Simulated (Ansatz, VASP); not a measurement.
# One calculation of Ni, two programs

The input INCAR:

```
SYSTEM = Ni
ALGO = Normal
EDIFF = 1E-6
ENCUT = 520
GGA = PE
ISIF = 2
ISMEAR = 0
LASPH = .TRUE.
LCHARG = .TRUE.
LELF = .TRUE.
LREAL = .FALSE.
LVHAR = .TRUE.
LWAVE = .FALSE.
NBANDS = 11
NELM = 100
PREC = Accurate
SIGMA = 0.15
```

KPOINTS

```
k-points
0
G
  24 24 24
  0 0 0
```

File POSCAR:

```
Ni
1.0
    0.0000000000      1.8268605533      1.8268605533
    1.8268605533      0.0000000000      1.8268605533
    1.8268605533      1.8268605533      0.0000000000
Ni
1
Direct
    0.0000000000      0.0000000000      0.0000000000
```

Input for Ansatz:

```yaml
crystal:
  lattice:
    - [0.0, 1.8268605533, 1.8268605533]
    - [1.8268605533, 0.0, 1.8268605533]
    - [1.8268605533, 1.8268605533, 0.0]
  atoms:
    - { symbol: Ni, position: [0.0, 0.0, 0.0] }
basis:
  ecutwfc: 520.0
kpoints:
  mp_grid: { grid: [24, 24, 24] }
hamiltonian:
  xc: pbe
  pseudopotentials: { kind: paw, azcp: { folder: soft_1 } }
scf:
  occupations: { method: gaussian, width: 0.15 }
  lower_state_search: "off"
output:
  forces: true
  stress: true
  eigenvalues: true
```

Alike in both runs: task single point; functional PBE; k mesh 24 × 24 × 24; occupations gaussian, width 0.15 eV; no spin polarisation.

|  | VASP | Ansatz |
| --- | --- | --- |
| version | VASP 6.6.1 | Ansatz 0.2.0 |
| potentials or method | VASP PAW PBE potentials, release 64 (Ni), cutoff 520 eV | scalar-relativistic, plane waves, PAW |
| valence electrons in the cell | 10 | 18 |

|  | VASP | Ansatz | Ansatz less VASP |
| --- | --- | --- | --- |
| gap on the k mesh at the Fermi level (eV) | none | none | - |
| pressure (GPa) | -17.5 | -17.8 | -0.32 |

A gap of «none» marks a metal or a gap that the smearing closes. VASP's potentials hold 10 valence electrons a cell and Ansatz's 18, so a difference there can come from the potentials and not from the codes.
